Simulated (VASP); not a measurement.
The system is Dy5C.

```
Dy C
1.0
     4.42174    0.00000    0.00000
    -2.21087    3.82934    0.00000
     0.00000    0.00000    8.58496
Dy C
5 1
Direct
  0.00000 0.00000 0.50000
  0.33333 0.66667 0.21739
  0.33333 0.66667 0.78261
  0.66667 0.33333 0.78261
  0.66667 0.33333 0.21739
  0.00000 0.00000 0.00000
```

The cell was generated, and may not be a known phase.

```yaml
Program: VASP 6.6.1
Task: relaxation of cell and atoms
Functional: PBE
Potentials_or_basis: VASP PAW PBE potentials, release 64 (Dy_3, C), 4f in core
Cutoff: 600 eV
k_mesh: 4 × 4 × 2
Occupations: gaussian, width 0.2 eV
Spin: no spin polarisation
```

At the start: pressure 8.2 GPa; volume 24.23 Å³/atom.

How do energy, volume and symmetry change on relaxing?

Over 10 steps the energy falls by 847.8 meV/atom and the volume is 25.36 Å³/atom (+4.7 %); space group P6/mmm (No. 191, to 0.1 Å) before and after.

The path:
| step | energy change (eV) | largest force (eV/Å) | pressure (GPa) | volume (Å³) |
| --- | --- | --- | --- | --- |
| 1 | 0.0000 | 0.9506 | 8.24 | 145.36 |
| 2 | -3.0713 | 0.1506 | -2.36 | 170.97 |
| 3 | -3.4225 | 0.2923 | -4.92 | 183.12 |
| 4 | -4.2918 | 1.2494 | -3.08 | 164.26 |
| 5 | -4.4171 | 1.8156 | -1.60 | 156.92 |
| 6 | -4.9224 | 0.7627 | 2.60 | 142.51 |
| 7 | -4.9238 | 0.6546 | 3.07 | 141.47 |
| 8 | -5.0766 | 0.0252 | 0.34 | 150.31 |
| 9 | -5.0768 | 0.0448 | 0.26 | 150.67 |
| 10 | -5.0868 | 0.0230 | -0.10 | 152.16 |

Final structure:
```
CELL_PARAMETERS angstrom
5.33352 0.00000 0.00000
-2.66676 4.61897 0.00000
0.00000 0.00000 6.17666
ATOMIC_POSITIONS crystal
Dy 0.00000 0.00000 0.50000
Dy 0.33333 0.66667 0.23730
Dy 0.33333 0.66667 0.76270
Dy 0.66667 0.33333 0.76270
Dy 0.66667 0.33333 0.23730
C 0.00000 0.00000 0.00000
```

Caveat: the k points lie up to 0.51 Å⁻¹ apart in the final cell, too coarse for converged energies and pressures of a metal; a cell axis changed by over 15 % at a fixed basis, so the end point is rough.
